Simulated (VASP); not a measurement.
Write the native input for VASP 6.6.1 that does the following.

| Property | Result |
| --- | --- |
| Task | single point |
| Functional | PBE |
| Potentials or basis | VASP PAW PBE potentials, release 64 (Zn, S) |
| Cutoff | 520 eV |
| k mesh | 8 × 8 × 3 |
| Occupations | gaussian, width 0.05 eV |
| Spin | no spin polarisation |
| Dipole correction | no |
| Further INCAR settings | ALGO = Normal; EDIFF = 1e-06; NBANDS = 36 |

The structure of ZnS lies in POSCAR:

```
ZnS
1.0
    2.7046500000     -2.7046500000      0.0000000000
    2.7046500000      0.0000000000     -2.7046500000
    6.3110303100      4.9584348450      4.9584348450
Zn S
3 3
Direct
    0.6458236100      0.6458236100      0.1250333333
   -0.1319763900     -0.1319763900      0.7917000000
    0.2569236100      0.2569236100      0.4583666667
    0.5207986100      0.5207986100      0.8750333333
    0.9096986100      0.9096986100      0.5417000000
    0.2985986100      0.2985986100      0.2083666667
```

This cell differs from its parent crystal: the part above a cut slid along it.

The input as run:

INCAR

```
PREC     = Accurate       # precision mode
ENCUT    = 520            # plane-wave cutoff, eV
EDIFF    = 1E-6           # SCF threshold, eV
ISMEAR   = 0              # smearing method
SIGMA    = 0.05           # smearing width, eV
LREAL    = F              # projectors in reciprocal space
LASPH    = T              # aspherical terms in the spheres
NELM     = 100            # most SCF steps
ALGO     = Normal         # electronic algorithm
ISIF     = 2              # what is computed and relaxed
LWAVE    = F              # write WAVECAR
LCHARG   = F              # write CHGCAR
GGA      = PE             # functional
NBANDS   = 36             # bands
```

KPOINTS

```
Automatic mesh
0
Gamma
  8 8 3
```

Potentials or basis: VASP PAW PBE potentials, release 64 (Zn, S).

Launch:

```console
$ cat potpaw_PBE.64/Zn/POTCAR potpaw_PBE.64/S/POTCAR > POTCAR
$ mpirun -np 1 vasp_std > vasp.out
```

It gave:

```
Pressure               : 1.0 GPa
Largest force          : 0.772 eV/Å
Band gap on the k mesh : 1.54 eV
```

Caveat: the cell differs from its parent crystal (the part above a cut slid along it).

Wall time 3 min on 1 thread of AMD EPYC 7R13 Processor (Zen 3) (shared host), peak memory 0.31 GiB.
